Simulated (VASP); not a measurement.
Crystal: CoO.

```
Co O
1.0
     0.00000    2.13150    2.13150
     2.13150    0.00000    2.13150
     2.13150    2.13150    0.00000
Co O
1 1
Direct
  0.00000 0.00000 0.00000
  0.50000 0.50000 0.50000
```

Base run:

| Item | Value |
| --- | --- |
| Program | VASP 6.6.1 |
| Functional | PBE |
| Potentials or basis | VASP PAW PBE potentials, release 64 (Co_sv, O) |
| Cutoff | 700 eV |
| k mesh | 9 × 9 × 9 |
| Occupations | fermi-dirac, width 0.02 eV |
| Spin | collinear spin, ferromagnetic start |
| Starting moments | [2.82, 0.0] μB |
| Fixed moment | 2.82 μB |
| Hubbard terms | Co d U = 4.8 eV |

Its results: pressure -1.1 GPa; site moments Co +2.63; O +0.16 μB.

Q: After a change of settings the same cell gave: pressure -16.1 GPa; site moments Co +0.69; O -0.14 μB. Which change was it?
A. fixed moment from 2.82 μB to 1.69 μB; moments at the start from [2.82, 0.0] to [1.69, 0.0]
B. fixed moment from 2.82 μB to 0.56 μB; moments at the start from [2.82, 0.0] to [0.56, 0.0]
C. fixed moment from 2.82 μB to 2.26 μB; moments at the start from [2.82, 0.0] to [2.26, 0.0]
D. fixed moment from 2.82 μB to 1.13 μB; moments at the start from [2.82, 0.0] to [1.13, 0.0]

A: B.

Caveats: the total moment is fixed, so each spin has its own Fermi level and the state may be an excited one; a cell with one magnetic atom can't hold antiferromagnetic order, which such compounds often take; the cell stands under tension (at least some runs).
